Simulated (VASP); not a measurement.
# HfN (F-43m) in VASP: single point with PBEsol+D3(BJ)

Aim: the single point of HfN with PBEsol+D3(BJ).

Program: VASP 6.6.1. These are calculated values, not measurements. Logs are shortened: lines on timing, memory, paths and dates and some standing lists are left out, and cuts for length are marked.

**1. The cell of the first run**

It takes space group F-43m (No. 216, cubic). The conventional cell has a = 4.910 Å, b = 4.910 Å, c = 4.910 Å, α = 90.00°, β = 90.00°, γ = 90.00°. Within 2.8 Å of Hf (site symmetry -43m) lie 4 N at 2.13 Å. N (site symmetry -43m) has 4 Hf at 2.13 Å within 2.8 Å.

**2. Single point, PBEsol+D3(BJ)**

INCAR reads:

```
SYSTEM = HfN
PREC = Accurate ; ENCUT = 600
EDIFF = 1E-6 ; ISMEAR = -1
SIGMA = 0.1 ; LREAL = .False.
LASPH = .True. ; NELM = 120
ALGO = Normal ; ISIF = 2
LWAVE = .False. ; LCHARG = .False.
GGA = PS ; IVDW = 12
NBANDS = 14 ; GGA_COMPAT = .False.
```

KPOINTS reads:

```
regular mesh
0
Gamma
  8 8 8
  0 0 0
```

POSCAR reads:

```
HfN
1.0
    3.4716430000      0.0000000000      0.0000000000
    1.7358215000      3.0065310309      0.0000000000
    1.7358215000      1.0021770103      2.8345846397
Hf N
1 1
Direct
    0.0000000000      0.0000000000      0.0000000000
    0.7500000000      0.7500000000      0.7500000000
```

Potentials or basis: VASP PAW PBE potentials, release 64 (Hf_pv, N).

Command:

```
$ cat potpaw_PBE.64/Hf_pv/POTCAR potpaw_PBE.64/N/POTCAR > POTCAR
$ mpirun -np 1 vasp_std > vasp.out
```

OUTCAR:

```text
SYSTEM = HfN
   PREC = Accurate
   ENCUT = 600
   EDIFF = 1E-6
   ISMEAR = -1
   LREAL = .False.
   LASPH = .True.
   NELM = 120
   ISIF = 2
   GGA = PS
   IVDW = 12
 IVDW          = 12

 ion  position               nearest neighbor table
   1  0.000  0.000  0.000-   2 2.13   2 2.13   2 2.13   2 2.13
   2  0.750  0.750  0.750-   1 2.13   1 2.13   1 2.13   1 2.13

  LATTYP: Found a face centered cubic cell.
 ALAT       =     4.9096446144

  Lattice vectors:

 A1 = (   3.4716430000,   0.0000000000,   0.0000000000)
 A2 = (   1.7358215000,   3.0065310309,   0.0000000000)
 A3 = (   1.7358215000,   1.0021770103,   2.8345846397)

Analysis of symmetry for initial positions (statically):
=====================================================================
 Subroutine PRICEL returns:
 Original cell was already a primitive cell.

 Routine SETGRP: Setting up the symmetry group for a
 face centered cubic supercell.

 Subroutine GETGRP returns: Found 24 space group operations
 (whereof 24 operations were pure point group operations)
 out of a pool of 48 trial point group operations.

The static configuration has the point symmetry T_d .

Analysis of symmetry for dynamics (positions and initial velocities):
=====================================================================
 Subroutine PRICEL returns:
 Original cell was already a primitive cell.

 Routine SETGRP: Setting up the symmetry group for a
 face centered cubic supercell.

 Subroutine GETGRP returns: Found 24 space group operations
 (whereof 24 operations were pure point group operations)
 out of a pool of 48 trial point group operations.

The dynamic configuration has the point symmetry T_d .

 Subroutine INISYM returns: Found 24 space group operations
 (whereof 24 operations are pure point group operations),
 and found     1 'primitive' translations

----------------------------------------------------------------------------------------

                                     Primitive cell

  volume of cell :      29.5863

  direct lattice vectors                    reciprocal lattice vectors
     3.471643000  0.000000000  0.000000000     0.288048051 -0.166304620 -0.117595124
     1.735821500  3.006531031  0.000000000     0.000000000  0.332609240 -0.117595124
     1.735821500  1.002177010  2.834584640     0.000000000  0.000000000  0.352785373

  length of vectors
     3.471643000  3.471643000  3.471643000     0.352785373  0.352785373  0.352785373

  position of ions in fractional coordinates (direct lattice)
     0.000000000  0.000000000  0.000000000
     0.750000000  0.750000000  0.750000000

  ion indices of the primitive-cell ions
   primitive index   ion index
                 1           1
                 2           2

----------------------------------------------------------------------------------------

 KPOINTS: regular mesh

Automatic generation of k-mesh.
 Grid dimensions read from file:
 generate k-points for:    8    8    8

 Generating k-lattice:

  Cartesian coordinates                     Fractional coordinates (reciprocal lattice)
     0.036006006 -0.020788077 -0.014699391     0.125000000  0.000000000  0.000000000
     0.000000000  0.041576155 -0.014699391     0.000000000  0.125000000 -0.000000000
     0.000000000  0.000000000  0.044098172     0.000000000  0.000000000  0.125000000

  Length of vectors
     0.044098172  0.044098172  0.044098172

  Shift w.r.t. Gamma in fractional coordinates (k-lattice)
     0.000000000  0.000000000  0.000000000

 Subroutine IBZKPT returns following result:
 ===========================================

 Found     29 irreducible k-points:

 Following reciprocal coordinates:
            Coordinates               Weight
  0.000000  0.000000  0.000000      1.000000
  0.125000 -0.000000  0.000000      8.000000
  0.250000 -0.000000  0.000000      8.000000
  0.375000 -0.000000  0.000000      8.000000
  0.500000 -0.000000  0.000000      4.000000
  0.125000  0.125000  0.000000      6.000000
[... 16 lines left out ...]
  0.500000  0.250000  0.125000     48.000000
 -0.375000  0.250000  0.125000     24.000000
 [... further k-points ...]
   k-points           NKPTS =     29   k-points in BZ     NKDIM =     29   number of bands    NBANDS=     14
   number of dos      NEDOS =    301   number of ions     NIONS =      2
   total plane-waves  NPLWV =  21952
   dimension x,y,z NGX =    28 NGY =   28 NGZ =   28
   dimension x,y,z NGXF=    56 NGYF=   56 NGZF=   56
   ions per type =               1   1
   NGX,Y,Z   is equivalent  to a cutoff of  13.41, 13.41, 13.41 a.u.
   NGXF,Y,Z  is equivalent  to a cutoff of  26.82, 26.82, 26.82 a.u.
 SYSTEM =  HfN
   PREC   = accura    normal or accurate (medium, high low for compatibility)
   ISTART =      0    job   : 0-new  1-cont  2-samecut
   ICHARG =      2    charge: 1-file 2-atom 10-const
   ISPIN  =      1    spin polarized calculation?
   LNONCOLLINEAR =      F non collinear calculations
   LSORBIT =      F    spin-orbit coupling
   LASPH  =      T    aspherical Exc in radial PAW
   ENCUT  =  600.0 eV  44.10 Ry    6.64 a.u.   6.93  6.93  6.93*2*pi/ulx,y,z
   NELM   =    120;   NELMIN=  2; NELMDL= -5     # of ELM steps
   EDIFF  = 0.1E-05   stopping-criterion for ELM
   LREAL  =      F    real-space projection
   EDIFFG = 0.1E-04   stopping-criterion for IOM
   NSW    =      0    number of steps for IOM
   IBRION =     -1    ionic relax: 0-MD 1-quasi-New 2-CG
   NFREE  =      0    steps in history (QN), initial steepest desc. (CG)
   ISIF   =      2    stress and relaxation
   ISYM   =      2    0-nonsym 1-usesym 2-fastsym
   POTIM  = 0.5000    time-step for ionic-motion
   TEBEG  =    0.0;   TEEND  =   0.0 temperature during run
   PSTRESS=    0.0 pullay stress
   NELECT =      15.0000    total number of electrons
   NUPDOWN=      -1.0000    fix difference up-down
   EMIN   =  10.00;   EMAX   =-10.00  energy-range for DOS
   EFERMI =   0.00;   METHOD = LEGACY
   ISMEAR =    -1;   SIGMA  =   0.10  broadening in eV -4-tet -1-fermi 0-gaus
   EFERMI_NEDOS =   21; number of points for ismear=-14 and -15
   IALGO  =     38    algorithm
   IMIX   =      4    mixing-type and parameters
     AMIX     =   0.40;   BMIX     =  1.00
     AMIX_MAG =   1.60;   BMIX_MAG =  1.00
  volume/ion in A,a.u.               =      14.79        99.83
  Fermi-wavevector in a.u.,A,eV,Ry     =   1.305395  2.466838 23.185082  1.704055
  Thomas-Fermi vector in A             =   2.436267
   LORBIT       =      0    0 simple, 1 ext, 2 COOP (PROOUT), +10 PAW based schemes
   GGA     = PS    functional components
   LHFCALC =     F    Hartree Fock is set to
   AEXX    =    0.0000 exact exchange contribution
   IVDW    =    12    specifies the selected vdW correction
   LEPSILON=     F    determine dielectric tensor
   LRPA    =     F    only Hartree local field effects (RPA)
 non-spin polarized calculation
  energy-cutoff  :      600.00
  volume of cell :       29.59
 maximum number of plane-waves:       999
   NGX = 13   NGY = 13   NGZ = 13

 number of electron      15.0000001 magnetization

 Free energy of the ion-electron system (eV)
  ---------------------------------------------------
  ext. energy  EPLUGINS =         0.00000000
  ---------------------------------------------------
  free energy    TOTEN  =       -22.26768026 eV

  energy without entropy =      -22.24901213  energy(sigma->0) =      -22.25834620

 E-fermi :   5.6068     XC(G=0): -11.3961

 val. band max:        5.5593361960   @ k =  -0.3750   0.2500   0.1250
 cond. band min:       5.6652029322   @ k =   0.1250  -0.0000   0.0000
 fundamental gap:      0.1058667361
 Fermi energy:         5.6067807473

 k-point     1 :       0.0000    0.0000    0.0000
  band No.  band energies     occupation
      1     -25.4511      2.00000
      2     -25.4511      2.00000
      3     -25.4511      2.00000
      4     -10.4955      2.00000
      5       0.1523      2.00000
      6       0.1523      2.00000
      7       0.1523      2.00000
      8       4.8711      1.99872
      9       7.8067      0.00000
     10       7.8067      0.00000
     11      12.1904      0.00000
     12      12.1904      0.00000
     13      12.1904      0.00000
     14      17.9148      0.00000

 k-point     2 :       0.1250   -0.0000    0.0000
  band No.  band energies     occupation
      1     -25.5239      2.00000
      2     -25.4605      2.00000
      3     -25.4605      2.00000
      4     -10.3143      2.00000
      5      -0.1567      2.00000
      6       0.2621      2.00000
      7       0.2621      2.00000
      8       5.6652      0.71592
      9       7.5780      0.00000
     10       7.5780      0.00000
     11      11.8011      0.00000
     12      12.5071      0.00000
     13      12.5071      0.00000
     14      16.7798      0.00000

 k-point     3 :       0.2500   -0.0000    0.0000
  band No.  band energies     occupation
      1     -25.6942      2.00000
      2     -25.4828      2.00000
      3     -25.4828      2.00000
      4      -9.9009      2.00000
      5      -0.4719      2.00000
      6       0.4993      2.00000
      7       0.4993      2.00000
      8       7.0606      0.00000
      9       7.4077      0.00000
     10       7.4077      0.00000
     11      11.1452      0.00000
     12      12.5585      0.00000
     13      12.5585      0.00000
     14      14.2251      0.00000
[... 324 lines left out ...]
 k-point    23 :       0.5000    0.2500    0.1250
  band No.  band energies     occupation
      1     -25.8330      2.00000
      2     -25.6150      2.00000
      3     -25.5367      2.00000
      4      -9.2997      2.00000
      5      -0.3779      2.00000
      6       0.6158      2.00000
      7       1.1819      2.00000
      8       5.9134      0.08908
      9       7.3025      0.00000
     10       8.6497      0.00000
     11      11.2648      0.00000
     12      11.8046      0.00000
     13      12.4145      0.00000
     14      14.9966      0.00000

 k-point    24 :      -0.3750    0.2500    0.1250
  band No.  band energies     occupation
      1     -25.8705      2.00000
      2     -25.6323      2.00000
      3     -25.5501      2.00000
      4      -9.1868      2.00000
      5       0.0809      2.00000
      6       0.3657      2.00000
      7       1.2966      2.00000
      8       5.5593      1.23287
      9       7.4533      0.00000
     10       8.4719      0.00000
     11      11.3398      0.00000
     12      11.5880      0.00000
     13      12.3509      0.00000
     14      15.4947      0.00000

 [... further k-points ...]

------------------------ aborting loop because EDIFF is reached ----------------------------------------

 Edisp (eV)   -0.60274

 E8    (eV) :    -0.4228

  FORCE on cell =-STRESS in cart. coord.  units (eV):
  Direction    XX          YY          ZZ          XY          YZ          ZX
  --------------------------------------------------------------------------------------
  -------------------------------------------------------------------------------------
  Total      -1.72418    -1.72418    -1.72418     0.00000     0.00000     0.00000
  in kB     -93.36885   -93.36885   -93.36885     0.00000     0.00000     0.00000
  external pressure =      -93.37 kB  Pullay stress =        0.00 kB

 VOLUME and BASIS-vectors are now :
 -----------------------------------------------------------------------------
  energy-cutoff  :      600.00
  volume of cell :       29.59
      direct lattice vectors                 reciprocal lattice vectors
     3.471643000  0.000000000  0.000000000     0.288048051 -0.166304620 -0.117595124
     1.735821500  3.006531031  0.000000000     0.000000000  0.332609240 -0.117595124
     1.735821500  1.002177010  2.834584640     0.000000000  0.000000000  0.352785373

 POSITION                                       TOTAL-FORCE (eV/Angst)
 -----------------------------------------------------------------------------------
      0.00000      0.00000      0.00000         0.000000     -0.000000      0.000000
      5.20746      3.00653      2.12594        -0.000000      0.000000     -0.000000
 -----------------------------------------------------------------------------------
    total drift:                                0.000000      0.000000      0.000000

  FREE ENERGIE OF THE ION-ELECTRON SYSTEM (eV)
  ---------------------------------------------------
  free  energy   TOTEN  =       -22.8704204377 eV

  energy  without entropy=      -22.8517523075  energy(sigma->0) =      -22.86108637
```

Run time: 29 s. Hardware: 1 thread of Intel Xeon 8259CL, shared host; peak memory 0.17 GiB.

What came out:

```
Free energy                : -22.8704 eV
Pressure                   : -9.3 GPa
Dispersion energy per atom : -0.301 eV
```

Caveat: three body term missing; the PAW data sets were made with another functional, which shifts forces and pressure a little; spin-orbit coupling is left out, which moves the levels of the heavy elements; pairwise dispersion overbinds metals, which lowers pressure and volume.
